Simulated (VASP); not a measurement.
A run of VASP 6.6.1 is set up as follows.

File POSCAR:

```
BaTiO3
1.0
    3.9951440287      0.0000000000      0.0000000000
    0.0000000000      2.8424767306      2.8480072403
    0.0000000000     -2.8424767306      2.8480072403
Ba Ti O
1 1 3
Direct
    0.0000000000      0.0044061011      0.0044061011
    0.5000000000      0.5135753575      0.5135753575
    0.0000000000      0.4947134013      0.4947134013
    0.5000000000      0.4954342957      0.9880908444
    0.5000000000      0.9880908444      0.4954342957
```

File INCAR.step1:

```
ALGO     = Normal         # electronic algorithm
EDIFF    = 1E-4           # SCF threshold, eV
ENCUT    = 520            # plane-wave cutoff, eV
GGA      = PE             # functional
ISMEAR   = 0              # smearing method
LASPH    = T              # aspherical terms in the spheres
LCHARG   = F              # write CHGCAR
LDAU     = T              # DFT+U
LDAUJ    = 0 0 0        
LDAUL    = -1 2 -1        # shell
LDAUTYPE = 2            
LDAUU    = 0 4 0          # U, eV
LMAXMIX  = 4              # l up to which the mixer works
LREAL    = F              # projectors in reciprocal space
LWAVE    = T              # write WAVECAR
NBANDS   = 28             # bands
NELM     = 150            # most SCF steps
PREC     = Accurate       # precision mode
SIGMA    = 0.05           # smearing width, eV
```

The input INCAR.step2:

```
ALGO     = Normal         # electronic algorithm
EDIFF    = 1E-6           # SCF threshold, eV
ENCUT    = 520            # plane-wave cutoff, eV
ISIF     = 2              # what is computed and relaxed
ISMEAR   = 0              # smearing method
ISTART   = 1            
LASPH    = T              # aspherical terms in the spheres
LCHARG   = T              # write CHGCAR
LDAU     = T              # DFT+U
LDAUJ    = 0 0 0        
LDAUL    = -1 2 -1        # shell
LDAUPRINT= 1            
LDAUTYPE = 2            
LDAUU    = 0 4 0          # U, eV
LELF     = T              # ELF
LMAXMIX  = 4              # l up to which the mixer works
LMIXTAU  = T            
LREAL    = F              # projectors in reciprocal space
LVHAR    = T            
LWAVE    = F              # write WAVECAR
METAGGA  = R2SCAN         # meta-GGA
NBANDS   = 28             # bands
NELM     = 150            # most SCF steps
PREC     = Accurate       # precision mode
SIGMA    = 0.05           # smearing width, eV
```

The input KPOINTS:

```
k-points
0
Gamma
  6 6 6
```

Potentials or basis: VASP PAW PBE potentials, release 64 (Ba_sv, Ti_sv, O).

Run with:

```sh
$ cat potpaw_PBE.64/Ba_sv/POTCAR potpaw_PBE.64/Ti_sv/POTCAR potpaw_PBE.64/O/POTCAR > POTCAR
$ cp INCAR.step1 INCAR
$ mpirun -np 1 vasp_std > vasp.out
$ cp INCAR.step2 INCAR
$ mpirun -np 1 vasp_std > vasp.out
```

Q: Estimate the pressure.

A: 3.8 GPa.

Q: Predict the band gap on the k mesh.

A: 2.83 eV (least direct gap 3.15 eV).

Q: Estimate the largest force.

A: 0.521 eV/Å.

Stress tensor (GPa, compression positive):
```
3.71 0.00 0.00
0.00 4.04 0.00
0.00 0.00 3.80
```

Caveat: the cell stands under pressure; the PAW data sets were made with another functional, which shifts forces and pressure a little; spin-orbit coupling is left out, which moves the levels of the heavy elements. A k mesh can miss the band edges.
